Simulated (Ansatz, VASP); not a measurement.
# Two plane-wave programs on CdS

```
CELL_PARAMETERS angstrom
0.00000 2.79839 2.79839
2.79839 0.00000 2.79839
2.79839 2.79839 0.00000
ATOMIC_POSITIONS crystal
Cd 0.00000 0.00000 0.00000
S 0.50000 0.50000 0.50000
```

Alike in both runs: task single point; functional LDA; k mesh 6 × 6 × 6; occupations fermi-dirac, width 0.05 eV; no spin polarisation.

```csv
,VASP,Ansatz
version,VASP 6.6.1,Ansatz 0.2.0
potentials or method,"VASP PAW LDA potentials, release 64 (Cd, S), cutoff 500 eV","plane waves, PAW"
valence electrons in the cell,18,26
```

VASP gave:

| Item | Value |
| --- | --- |
| pressure (GPa) | -8.9 |

Task: Estimate Ansatz's values.

Result: Pressure (GPa): -9.3.

LDA's correlation is that of Perdew and Zunger in VASP and of Perdew and Wang (1992) in Ansatz. VASP's potentials hold 18 valence electrons a cell and Ansatz's 26, so a difference there can come from the potentials and not from the codes.
